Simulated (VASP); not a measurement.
Write the native input for VASP 6.6.1 that does the following.

```yaml
Task: single point
Functional: LDA
Potentials_or_basis: VASP PAW LDA potentials, release 64 (Cr_pv)
Cutoff: 500 eV
k_mesh: 8 × 8 × 8
Occupations: fermi-dirac, width 0.1 eV
Spin: no spin polarisation
Dipole_correction: no
Further_INCAR_settings: ALGO = Normal; EDIFF = 1e-06; NBANDS = 12
```

The structure of Cr lies in POSCAR:

```
Cr
1.0
   -1.3942485114      1.3942485114      1.3942485114
    1.3942485114     -1.3942485114      1.3942485114
    1.3942485114      1.3942485114     -1.3942485114
Cr
1
Direct
    0.0000000000      0.0000000000      0.0000000000
```

One way to write it, as run:

INCAR

```
  PREC = Accurate
  ENCUT = 500
  EDIFF = 1E-6
  ISMEAR = -1
  SIGMA = 0.1
  LREAL = False
  LASPH = True
  NELM = 120
  ALGO = Normal
  ISIF = 2
  LWAVE = False
  LCHARG = True
  LELF = True
  LVHAR = True
  NBANDS = 12
  GGA_COMPAT = False
```

KPOINTS

```
Automatic mesh
0
Gamma
  8 8 8
```

Potentials or basis: VASP PAW LDA potentials, release 64 (Cr_pv).

The run is started by

```bash
$ cat potpaw_LDA.64/Cr_pv/POTCAR > POTCAR
$ mpirun -np 1 vasp_std > vasp.out
```

It gave:

```json
{
 "Pressure": "0.8 GPa",
 "Band gap on the k mesh": "zero (band 6 reaches 14.41 eV, above the bottom of band 7 at 10.71 eV)"
}
```

Caveat: the k points lie up to 0.40 Å⁻¹ apart; the run has no spin polarisation, though such a crystal can be magnetic.

Wall time 6.2 s on 1 thread of Intel Xeon 8259CL, with other jobs on the host, peak memory 0.11 GiB.
